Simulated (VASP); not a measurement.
ZnSe:

```xyz
2
Lattice="0.0000 2.7744 2.8324 2.7744 0.0000 2.8324 2.7744 2.7744 0.0000" Properties=species:S:1:pos:R:3 pbc="T T T"
Zn    0.0000    0.0000    0.0000
Se    1.3872    1.3872    1.4162
```

This cell differs from its parent crystal: biaxial xy strain -2.0%.

Base run:

| Quantity | Value |
| --- | --- |
| Program | VASP 6.6.1 |
| Functional | r2SCAN |
| Potentials or basis | VASP PAW PBE potentials, release 64 (Zn, Se) |
| Cutoff | 520 eV |
| k mesh | 8 × 8 × 8 |
| Occupations | gaussian, width 0.01 eV |
| Spin | no spin polarisation |

Its results: band gap on the k mesh 2.03 eV, direct; pressure 3.1 GPa.

Question: The run is repeated on the same cell with these changes: functional from r2SCAN to PBE; occupations from gaussian, width 0.01 eV to fermi-dirac, width 0.02 eV. What comes out?

Answer: Band gap on the k mesh 1.44 eV, direct; pressure 5.5 GPa.

Caveats: the PAW data sets were made with another functional, which shifts forces and pressure a little (some runs).

